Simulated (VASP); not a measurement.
A run of VASP 6.6.1 is set up as follows.

Contents of INCAR:

```
ALGO = Normal
EDIFF = 1E-6
ENCUT = 500
GGA = PE
GGA_COMPAT = False
ISIF = 2
ISMEAR = 0
LASPH = True
LCHARG = False
LREAL = False
LWAVE = False
NBANDS = 16
NELM = 120
PREC = Accurate
SIGMA = 0.1
```

File KPOINTS:

```
k-points
0
Gamma
  2 2 2
```

POSCAR

```
InAs
1.0
    0.0000000000      2.8773040000      2.8773040000
    2.8773040000      0.0000000000      2.8773040000
    2.8773040000      2.8773040000      0.0000000000
In As
1 1
Direct
    0.5000000000      0.5000000000      0.5000000000
    0.0000000000      0.0000000000      0.0000000000
```

Potentials or basis: VASP PAW PBE potentials, release 64 (In_d, As).

Launch:

```sh
$ cat potpaw_PBE.64/In_d/POTCAR potpaw_PBE.64/As/POTCAR > POTCAR
$ mpirun -np 1 vasp_std > vasp.out
```

Problem. What does it give for the pressure?

Solution. 11.6 GPa.

Problem. Estimate the band gap on the k mesh.

Solution. Zero (band 9 reaches 6.31 eV, above the bottom of band 10 at 3.85 eV).

Caveat: the k points lie up to 0.95 Å⁻¹ apart; spin-orbit coupling is left out, which moves the levels of the heavy elements.
